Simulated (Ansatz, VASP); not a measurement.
**Two plane-wave programs on Si2Ni**

Contents of INCAR:

```
SYSTEM = Si2Ni
PREC = Accurate ; ENCUT = 520
EDIFF = 1E-6 ; ISMEAR = 0
SIGMA = 0.15 ; LREAL = .False.
LASPH = .True. ; NELM = 60
ALGO = Normal ; ISIF = 2
LWAVE = .False. ; LCHARG = .False.
GGA = PS ; NBANDS = 16
```

Contents of KPOINTS:

```
Automatic mesh
0
Gamma
  16 16 16
  0 0 0
```

The input POSCAR:

```
Si2Ni
1.0
    0.0000000000      2.4800484568      2.8035330382
    2.4800484568      0.0000000000      2.8035330382
    2.4800484568      2.4800484568      0.0000000000
Si Ni
2 1
Direct
    0.2500000000      0.2500000000      0.2500000000
    0.7500000000      0.7500000000      0.7500000000
    0.0000000000      0.0000000000      0.0000000000
```

Input for Ansatz:

```yaml
crystal:
  lattice:
    - [0.0, 2.4800484568, 2.8035330382]
    - [2.4800484568, 0.0, 2.8035330382]
    - [2.4800484568, 2.4800484568, 0.0]
  atoms:
    - { symbol: Si, position: [0.25, 0.25, 0.25] }
    - { symbol: Si, position: [0.75, 0.75, 0.75] }
    - { symbol: Ni, position: [0.0, 0.0, 0.0] }
basis:
  ecutwfc: 420
kpoints:
  mp_grid: { grid: [16, 16, 16] }
hamiltonian:
  xc: pbesol
scf:
  occupations: { method: gaussian, width: 0.15 }
output:
  forces: true
  stress: true
  eigenvalues: true
```

Change from the starting cell: strain -0.080 along x and y, +0.040 along z, atoms carried along.

Alike in both runs: task single point; functional PBEsol; k mesh 16 × 16 × 16; occupations gaussian, width 0.15 eV; no spin polarisation.

|  | VASP | Ansatz |
| --- | --- | --- |
| version | VASP 6.6.1 | Ansatz 0.2.0 |
| potentials or method | VASP PAW PBE potentials, release 64 (Si, Ni), cutoff 520 eV | scalar-relativistic, plane waves, PAW |
| valence electrons in the cell | 18 | 26 |

```csv
,VASP,Ansatz,Ansatz less VASP
gap on the k mesh at the Fermi level (eV),none,none,-
pressure (GPa),28.1,28.1,0.00
"traceless stress, the component that is largest in VASP (GPa)",-8.92,-8.98,-0.057
```

VASP's potentials were made for PBE, not for PBEsol. A gap of «none» marks a metal or a gap that the smearing closes. Both programs put the cell under a high pressure, so it lies far from rest at this level. The functional is the same, so the differences come from potentials, cutoffs and numerics. VASP's potentials hold 18 valence electrons a cell and Ansatz's 26, so a difference there can come from the potentials and not from the codes.
